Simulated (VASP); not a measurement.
# SnO2 (Fd-3m) in VASP: further runs

Runs on SnO2. Level: PBE. Tasks: single point, relaxation of cell and atoms.

All numbers are computed with VASP 6.6.1; they aren't measurements. Logs are shortened: lines on timing, memory, paths and dates and some standing lists are left out, and cuts for length are marked.

## (1) The cell of the first run

Symmetry: Fd-3m, No. 227, cubic system. Conventional cell: a = 6.764 Å, b = 6.764 Å, c = 6.764 Å, α = 90.00°, β = 90.00°, γ = 90.00°. Sn (site symmetry -43m) has 12 O at 2.80 Å and 4 Sn at 2.93 Å within 3.7 Å. Within 3.2 Å of O (site symmetry -3m) lie 6 O at 2.39 Å and 6 Sn at 2.80 Å.

## (2) Single point, PBE

INCAR reads:

```
SYSTEM = SnO2
  PREC = Accurate
  ENCUT = 520
  EDIFF = 1E-7
  ISMEAR = 0
  SIGMA = 0.1
  LREAL = .FALSE.
  LASPH = .TRUE.
  NELM = 80
  ALGO = Normal
  ISIF = 2
  LWAVE = .FALSE.
  LCHARG = .TRUE.
  GGA = PE
  LELF = .TRUE.
  LVHAR = .TRUE.
  NBANDS = 35
```

KPOINTS reads:

```
Automatic mesh
0
G
  4 4 4
  0 0 0
```

POSCAR reads:

```
SnO2
1.0
    0.0000000000      3.3821943921      3.3821943921
    3.3821943921      0.0000000000      3.3821943921
    3.3821943921      3.3821943921      0.0000000000
Sn O
2 4
Direct
    0.0000000000      0.0000000000      0.0000000000
    0.2500000000      0.2500000000      0.2500000000
    0.6250000000      0.6250000000      0.6250000000
    0.1250000000      0.6250000000      0.6250000000
    0.6250000000      0.6250000000      0.1250000000
    0.6250000000      0.1250000000      0.6250000000
```

Potentials or basis: VASP PAW PBE potentials, release 64 (Sn_d, O).

The run is started by

```bash
cat potpaw_PBE.64/Sn_d/POTCAR potpaw_PBE.64/O/POTCAR > POTCAR
mpirun -np 1 vasp_std > vasp.out
```

OUTCAR:

```text
SYSTEM = SnO2
   PREC = Accurate
   ENCUT = 520
   EDIFF = 1E-7
   ISMEAR = 0
   LREAL = .FALSE.
   LASPH = .TRUE.
   NELM = 80
   ISIF = 2
   GGA = PE

 ion  position               nearest neighbor table
   1  0.000  0.000  0.000-   6 2.80   4 2.80   3 2.80   5 2.80   5 2.80   5 2.80   3 2.80   4 2.80
                             6 2.80   4 2.80   3 2.80   6 2.80   2 2.93   2 2.93   2 2.93   2 2.93
   2  0.250  0.250  0.250-   5 2.80   3 2.80   4 2.80   6 2.80   4 2.80   6 2.80   3 2.80   6 2.80
                             5 2.80   3 2.80   5 2.80   4 2.80   1 2.93   1 2.93   1 2.93   1 2.93
   3  0.625  0.625  0.625-   2 2.80   1 2.80   2 2.80   2 2.80   1 2.80   1 2.80
   4  0.125  0.625  0.625-   2 2.80   1 2.80   1 2.80   2 2.80   1 2.80   2 2.80
   5  0.625  0.625  0.125-   1 2.80   2 2.80   2 2.80   2 2.80   1 2.80   1 2.80
   6  0.625  0.125  0.625-   2 2.80   1 2.80   1 2.80   2 2.80   1 2.80   2 2.80

  LATTYP: Found a face centered cubic cell.
 ALAT       =     6.7643887842

  Lattice vectors:

 A1 = (   0.0000000000,   3.3821943921,   3.3821943921)
 A2 = (   3.3821943921,   0.0000000000,   3.3821943921)
 A3 = (   3.3821943921,   3.3821943921,   0.0000000000)

Analysis of symmetry for initial positions (statically):
=====================================================================
 Subroutine PRICEL returns:
 Original cell was already a primitive cell.

 Routine SETGRP: Setting up the symmetry group for a
 face centered cubic supercell.

 Subroutine GETGRP returns: Found 48 space group operations
 (whereof 24 operations were pure point group operations)
 out of a pool of 48 trial point group operations.

The static configuration has the point symmetry T_d .
 The point group associated with its full space group is O_h .

Analysis of symmetry for dynamics (positions and initial velocities):
=====================================================================
 Subroutine PRICEL returns:
 Original cell was already a primitive cell.

 Routine SETGRP: Setting up the symmetry group for a
 face centered cubic supercell.

 Subroutine GETGRP returns: Found 48 space group operations
 (whereof 24 operations were pure point group operations)
 out of a pool of 48 trial point group operations.

The dynamic configuration has the point symmetry T_d .
 The point group associated with its full space group is O_h .

 Subroutine INISYM returns: Found 48 space group operations
 (whereof 24 operations are pure point group operations),
 and found     1 'primitive' translations

----------------------------------------------------------------------------------------
[... 89 lines left out ...]
   NFREE  =      0    steps in history (QN), initial steepest desc. (CG)
   ISIF   =      2    stress and relaxation
   ISYM   =      2    0-nonsym 1-usesym 2-fastsym
   POTIM  = 0.5000    time-step for ionic-motion
   TEBEG  =    0.0;   TEEND  =   0.0 temperature during run
   PSTRESS=    0.0 pullay stress
   NELECT =      52.0000    total number of electrons
   NUPDOWN=      -1.0000    fix difference up-down
   EMIN   =  10.00;   EMAX   =-10.00  energy-range for DOS
   EFERMI =   0.00;   METHOD = LEGACY
   ISMEAR =     0;   SIGMA  =   0.10  broadening in eV -4-tet -1-fermi 0-gaus
   EFERMI_NEDOS =   21; number of points for ismear=-14 and -15
   IALGO  =     38    algorithm
   IMIX   =      4    mixing-type and parameters
     AMIX     =   0.40;   BMIX     =  1.00
     AMIX_MAG =   1.60;   BMIX_MAG =  1.00
  volume/ion in A,a.u.               =      12.90        87.03
  Fermi-wavevector in a.u.,A,eV,Ry     =   1.433950  2.709773 27.976476  2.056213
  Thomas-Fermi vector in A             =   2.553412
   LORBIT       =      0    0 simple, 1 ext, 2 COOP (PROOUT), +10 PAW based schemes
   GGA     = PE    functional components
   LHFCALC =     F    Hartree Fock is set to
   AEXX    =    0.0000 exact exchange contribution
   IVDW    =     0    specifies the selected vdW correction
   LEPSILON=     F    determine dielectric tensor
   LRPA    =     F    only Hartree local field effects (RPA)
 non-spin polarized calculation
 Gauss-broadening in eV      SIGMA  =   0.10
  energy-cutoff  :      520.00
  volume of cell :       77.38
 maximum number of plane-waves:      2120
   NGX = 17   NGY = 17   NGZ = 17

 number of electron      52.0000030 magnetization

 Free energy of the ion-electron system (eV)
  ---------------------------------------------------
  ext. energy  EPLUGINS =         0.00000000
  ---------------------------------------------------
  free energy    TOTEN  =       -23.56350785 eV

  energy without entropy =      -23.54376049  energy(sigma->0) =      -23.55363417

 E-fermi :   6.5319     XC(G=0): -11.4384

 val. band max:        6.4512748904   @ k =   0.5000   0.0000   0.0000
 cond. band min:       6.5915294542   @ k =  -0.2500   0.2500   0.0000
 fundamental gap:      0.1402545639
 Fermi energy:         6.5318946659

 k-point     1 :       0.0000    0.0000    0.0000
  band No.  band energies     occupation
      1     -15.1453      2.00000
      2     -15.1453      2.00000
      3     -15.1453      2.00000
      4     -15.0750      2.00000
      5     -15.0750      2.00000
      6     -14.8725      2.00000
[... 293 lines left out ...]
     34      14.0314      0.00000
     35      18.4306      0.00000

------------------------ aborting loop because EDIFF is reached ----------------------------------------

  FORCE on cell =-STRESS in cart. coord.  units (eV):
  Direction    XX          YY          ZZ          XY          YZ          ZX
  --------------------------------------------------------------------------------------
  -------------------------------------------------------------------------------------
  Total        0.0237857      0.0237857      0.0237857      0.0000000     -0.0000000      0.0000000
  in kB        0.4924934      0.4924934      0.4924934      0.0000000     -0.0000000      0.0000000
  external PRESSURE =       0.4924934 kB  Pullay stress =       0.0000000 kB

 VOLUME and BASIS-vectors are now :
 -----------------------------------------------------------------------------
  energy-cutoff  :      520.00
  volume of cell :       77.38
      direct lattice vectors                 reciprocal lattice vectors
     0.000000000  3.382194392  3.382194392    -0.147833017  0.147833017  0.147833017
     3.382194392  0.000000000  3.382194392     0.147833017 -0.147833017  0.147833017
     3.382194392  3.382194392  0.000000000     0.147833017  0.147833017 -0.147833017

 POSITION                                       TOTAL-FORCE (eV/Angst)
 -----------------------------------------------------------------------------------
      0.00000      0.00000      0.00000         0.000000     -0.000000      0.000000
      1.69110      1.69110      1.69110        -0.000000      0.000000     -0.000000
      4.22774      4.22774      4.22774         0.000000      0.000000     -0.000000
      4.22774      2.53665      2.53665         0.000000      0.000000     -0.000000
      2.53665      2.53665      4.22774         0.000000      0.000000     -0.000000
      2.53665      4.22774      2.53665         0.000000      0.000000      0.000000
 -----------------------------------------------------------------------------------
    total drift:                                0.000000     -0.000000      0.000000

  FREE ENERGIE OF THE ION-ELECTRON SYSTEM (eV)
  ---------------------------------------------------
  free  energy   TOTEN  =       -23.5635078466 eV

  energy  without entropy=      -23.5437604863  energy(sigma->0) =      -23.55363417
```

OSZICAR:

```text
N       E                     dE             d eps       ncg     rms          rms(c)
DAV:   1     0.631112652651E+03    0.63111E+03   -0.25231E+04   611   0.227E+03
DAV:   2     0.676377288401E+02   -0.56347E+03   -0.53699E+03   608   0.612E+02
DAV:   3    -0.216698710694E+02   -0.89308E+02   -0.85776E+02   629   0.195E+02
DAV:   4    -0.265905081978E+02   -0.49206E+01   -0.48112E+01   607   0.492E+01
DAV:   5    -0.267285946386E+02   -0.13809E+00   -0.13791E+00   656   0.876E+00    0.101E+01
DAV:   6    -0.237958675162E+02    0.29327E+01   -0.15271E+01   843   0.378E+01    0.525E+00
DAV:   7    -0.236304864313E+02    0.16538E+00   -0.11835E+00   595   0.629E+00    0.238E+00
DAV:   8    -0.235641062048E+02    0.66380E-01   -0.22499E-01   587   0.304E+00    0.375E-01
DAV:   9    -0.235632094512E+02    0.89675E-03   -0.12750E-02   687   0.686E-01    0.146E-01
DAV:  10    -0.235635019113E+02   -0.29246E-03   -0.12984E-03   627   0.292E-01    0.619E-02
DAV:  11    -0.235635079487E+02   -0.60374E-05   -0.22891E-04   646   0.844E-02    0.279E-02
DAV:  12    -0.235635082605E+02   -0.31173E-06   -0.19208E-05   769   0.268E-02    0.624E-03
DAV:  13    -0.235635078605E+02    0.39997E-06   -0.13542E-06   594   0.733E-03    0.498E-03
DAV:  14    -0.235635078466E+02    0.13869E-07   -0.44064E-07   509   0.554E-03
   1 F= -.23563508E+02 E0= -.23553634E+02  d E =-.197474E-01
```

stdout:

```text
POSCAR found type information on POSCAR SnO
 POSCAR found :  2 types and       6 ions
 scaLAPACK will be used
 LDA part: xc-table for (Slater+PW92), standard interpolation
 POSCAR, INCAR and KPOINTS ok, starting setup
 FFT: planning ... GRIDC
 FFT: planning ... GRID_SOFT
 FFT: planning ... GRID
 WAVECAR not read
 entering main loop
```

It took 47 s on 1 thread of AMD EPYC 7R13, shared host; peak memory 0.17 GiB.

What came out:

```yaml
Free_energy: -23.5635 eV
Pressure: 0.0 GPa
Band_gap_on_the_k_mesh: zero (bands 26 and 27 overlap by 0.23 eV)
```

Caveat: the k points lie up to 0.40 Å⁻¹ apart; semilocal functionals underestimate gaps, so a narrow gap can read as zero; spin-orbit coupling is left out, which moves the levels of the heavy elements.

## (3) Single point, PBE

This run uses another cell than the first one, of 12.20 Å³/atom.

INCAR reads:

```
PREC = Accurate
ENCUT = 520
EDIFF = 1E-6
ISMEAR = 0
SIGMA = 0.1
LREAL = False
LASPH = True
NELM = 80
ALGO = Normal
ISIF = 2
LWAVE = False
LCHARG = True
GGA = PE
LELF = True
LVHAR = True
NBANDS = 35
```

KPOINTS reads:

```
regular mesh
0
Gamma
  6 6 6
```

POSCAR: that of step 2 with these lines changed.

```diff
@@ -2,5 +2,5 @@
 1.0
-    0.0000000000      3.3821943921      3.3821943921
-    3.3821943921      0.0000000000      3.3821943921
-    3.3821943921      3.3821943921      0.0000000000
+    0.0000000000      3.3203562390      3.3203562390
+    3.3203562390      0.0000000000      3.3203562390
+    3.3203562390      3.3203562390      0.0000000000
 Sn O
```

Potentials or basis: VASP PAW PBE potentials, release 64 (Sn_d, O).

The run is started by

```bash
cat potpaw_PBE.64/Sn_d/POTCAR potpaw_PBE.64/O/POTCAR > POTCAR
mpirun -np 1 vasp_std > vasp.out
```

OUTCAR:

```text
PREC = Accurate
   ENCUT = 520
   EDIFF = 1E-6
   ISMEAR = 0
   LREAL = False
   LASPH = True
   NELM = 80
   ISIF = 2
   GGA = PE

 ion  position               nearest neighbor table
   1  0.000  0.000  0.000-   5 2.75   6 2.75   4 2.75   5 2.75   3 2.75   4 2.75   6 2.75   4 2.75
                             5 2.75   6 2.75   3 2.75   3 2.75   2 2.88   2 2.88   2 2.88   2 2.88
   2  0.250  0.250  0.250-   4 2.75   5 2.75   6 2.75   3 2.75   4 2.75   6 2.75   4 2.75   5 2.75
                             5 2.75   6 2.75   3 2.75   3 2.75   1 2.88   1 2.88   1 2.88   1 2.88
   3  0.625  0.625  0.625-   2 2.75   1 2.75   2 2.75   2 2.75   1 2.75   1 2.75
   4  0.125  0.625  0.625-   2 2.75   2 2.75   1 2.75   2 2.75   1 2.75   1 2.75
   5  0.625  0.625  0.125-   2 2.75   2 2.75   1 2.75   2 2.75   1 2.75   1 2.75
   6  0.625  0.125  0.625-   2 2.75   2 2.75   1 2.75   2 2.75   1 2.75   1 2.75

  LATTYP: Found a face centered cubic cell.
 ALAT       =     6.6407124780

  Lattice vectors:

 A1 = (   0.0000000000,   3.3203562390,   3.3203562390)
 A2 = (   3.3203562390,   0.0000000000,   3.3203562390)
 A3 = (   3.3203562390,   3.3203562390,   0.0000000000)

Analysis of symmetry for initial positions (statically):
[... 180 lines left out ...]

 k-point     1 :       0.0000    0.0000    0.0000
  band No.  band energies     occupation
      1     -14.4288      2.00000
      2     -14.4288      2.00000
      3     -14.4288      2.00000
      4     -14.3509      2.00000
      5     -14.3509      2.00000
      6     -14.1103      2.00000
[... 597 lines left out ...]
     34      14.9555      0.00000
     35      19.7194      0.00000

------------------------ aborting loop because EDIFF is reached ----------------------------------------

  FORCE on cell =-STRESS in cart. coord.  units (eV):
  Direction    XX          YY          ZZ          XY          YZ          ZX
  --------------------------------------------------------------------------------------
  -------------------------------------------------------------------------------------
  Total        2.8517566      2.8517566      2.8517566      0.0000000      0.0000000      0.0000000
  in kB       62.4078177     62.4078177     62.4078177      0.0000000      0.0000000      0.0000000
  external PRESSURE =      62.4078177 kB  Pullay stress =       0.0000000 kB

 VOLUME and BASIS-vectors are now :
 -----------------------------------------------------------------------------
  energy-cutoff  :      520.00
  volume of cell :       73.21
      direct lattice vectors                 reciprocal lattice vectors
     0.000000000  3.320356239  3.320356239    -0.150586252  0.150586252  0.150586252
     3.320356239  0.000000000  3.320356239     0.150586252 -0.150586252  0.150586252
     3.320356239  3.320356239  0.000000000     0.150586252  0.150586252 -0.150586252

 POSITION                                       TOTAL-FORCE (eV/Angst)
 -----------------------------------------------------------------------------------
      0.00000      0.00000      0.00000         0.000000      0.000000      0.000000
      1.66018      1.66018      1.66018        -0.000000     -0.000000     -0.000000
      4.15045      4.15045      4.15045        -0.000000      0.000000     -0.000000
      4.15045      2.49027      2.49027        -0.000000      0.000000     -0.000000
      2.49027      2.49027      4.15045        -0.000000      0.000000     -0.000000
      2.49027      4.15045      2.49027        -0.000000      0.000000     -0.000000
 -----------------------------------------------------------------------------------
    total drift:                                0.000000     -0.000000      0.000000

  FREE ENERGIE OF THE ION-ELECTRON SYSTEM (eV)
  ---------------------------------------------------
  free  energy   TOTEN  =       -23.5207183717 eV

  energy  without entropy=      -23.5106987369  energy(sigma->0) =      -23.51570855
```

It took 76 s on 1 thread of AMD EPYC 7R13, shared host; peak memory 0.18 GiB.

What came out:

```yaml
Free_energy: -23.5207 eV
Pressure: 6.2 GPa
Band_gap_on_the_k_mesh: zero (bands 26 and 27 overlap by 0.32 eV)
```

Caveat: the cell stands under pressure; semilocal functionals underestimate gaps, so a narrow gap can read as zero; spin-orbit coupling is left out, which moves the levels of the heavy elements.

## (4) Relaxation of cell and atoms, PBE

This run uses another cell than the first one, of 12.20 Å³/atom.

INCAR reads:

```
PREC = Accurate ; ENCUT = 600
EDIFF = 1E-7 ; ISMEAR = 0
SIGMA = 0.1 ; LREAL = F
LASPH = T ; NELM = 100
ALGO = Normal ; ISIF = 3
LWAVE = F ; LCHARG = F
GGA = PE ; IBRION = 2
NSW = 90 ; EDIFFG = -0.04
```

KPOINTS reads:

```
Automatic mesh
0
Gamma
  4 4 4
```

POSCAR is that of step 3.

The run is started by

```bash
cat potpaw_PBE.64/Sn_d/POTCAR potpaw_PBE.64/O/POTCAR > POTCAR
mpirun -np 1 vasp_std > vasp.out
```

It took 2.1 min on 1 thread of AMD EPYC 7R13, shared host; peak memory 0.22 GiB.

The run converged. Its results:

| Property | Result |
| --- | --- |
| Free energy | -23.5595 eV |
| Relaxed volume | 12.90 Å³/atom |
| Relaxed cell | a = 4.784 Å, b = 4.784 Å, c = 4.784 Å, α = 60.00°, β = 60.00°, γ = 60.00° |
| Space group after relaxing (to 0.1 Å) | Fd-3m (No. 227) |
| Energy gained by relaxing | 13.4 meV/atom |
| Ionic steps | 3 |
| Pressure after relaxing | 0.0 GPa |
| Band gap on the k mesh | zero (bands 26 and 27 overlap by 0.23 eV) |

Step by step:
```csv
step,energy change (eV),largest force (eV/Å),pressure (GPa),volume (Å³)
1,0.0000,0.0000,6.45,73.21
2,-0.0752,0.0000,-1.44,78.54
3,-0.0802,0.0000,0.01,77.40
```

Final structure:
```
Sn O
1.0
     0.00000    3.38249    3.38249
     3.38249    0.00000    3.38249
     3.38249    3.38249    0.00000
Sn O
2 4
Direct
  0.00000 0.00000 0.00000
  0.25000 0.25000 0.25000
  0.62500 0.62500 0.62500
  0.12500 0.62500 0.62500
  0.62500 0.62500 0.12500
  0.62500 0.12500 0.62500
```

Levels at points of the mesh, in eV from the Fermi level:
| k point | band 24 | band 25 | band 26 | band 27 | band 28 | band 29 |
| --- | --- | --- | --- | --- | --- | --- |
| (0.00, 0.00, 0.00) | -0.11 | -0.11 | 0.29 | 0.29 | 0.29 | 0.57 |
| (0.50, 0.00, 0.00) | -1.58 | -0.64 | -0.08 | 0.52 | 0.52 | 2.34 |
| (0.50, 0.50, 0.00) | -1.64 | -0.64 | -0.64 | 0.44 | 0.44 | 2.39 |

Caveat: the k points lie up to 0.40 Å⁻¹ apart in the final cell; semilocal functionals underestimate gaps, so a narrow gap can read as zero; spin-orbit coupling is left out, which moves the levels of the heavy elements.

[end of part 1 of 2]
